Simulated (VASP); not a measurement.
Set up this calculation in VASP 6.6.1, as the native input.

* Task: single point
* Functional: PBE
* Potentials or basis: VASP PAW PBE potentials, release 64 (Al, N)
* Cutoff: 520 eV
* k mesh: 9 × 9 × 1
* Occupations: gaussian, width 0.1 eV
* Spin: no spin polarisation
* Dipole correction: yes
* Further INCAR settings: ALGO = Normal; EDIFF = 1e-06; NBANDS = 24

The structure of Al8N lies in POSCAR:

```
Al8N
1.0
    2.8543223330      0.0000000000      0.0000000000
   -1.4271611665      2.4719156510      0.0000000000
    0.0000000000      0.0000000000     33.4760593533
Al N
8 1
Direct
    0.3333333333      0.6666666667      0.1194883770
    0.0000000000      0.0000000000      0.1895622803
    0.6666666667      0.3333333333      0.2596361837
    0.0000000000      0.0000000000      0.3297100869
    0.3333333333      0.6666666667      0.3992195594
    0.0000000000      0.0000000000      0.4696536480
    0.6666666667      0.3333333333      0.5400996810
    0.0000000000      0.0000000000      0.6116627748
    0.8888888889     -0.8888888889      0.6507952183
```

One way to write it, as run:

INCAR

```
SYSTEM = Al8N
ALGO = Normal
DIPOL = 0.5 0.5 0.397
EDIFF = 1E-6
ENCUT = 520
GGA = PE
IDIPOL = 3
ISIF = 2
ISMEAR = 0
LASPH = .True.
LCHARG = .True.
LDIPOL = .True.
LELF = .True.
LREAL = .False.
LVACPOTAV = .True.
LVHAR = .True.
LWAVE = .False.
NBANDS = 24
NELM = 60
PREC = Accurate
SIGMA = 0.1
```

KPOINTS

```
k-points
0
Gamma
  9 9 1
  0 0 0
```

Potentials or basis: VASP PAW PBE potentials, release 64 (Al, N).

Run with:

```console
$ cat potpaw_PBE.64/Al/POTCAR potpaw_PBE.64/N/POTCAR > POTCAR
$ mpirun -np 1 vasp_std > vasp.out
```

It gave:

```
Largest force : 20.674 eV/Å
```

It took 7.2 min on 1 thread of Intel(R) Xeon(R) Platinum 8259CL CPU @ 2.50GHz (Skylake/Cascade Lake), on a shared host, peak memory 0.43 GiB.
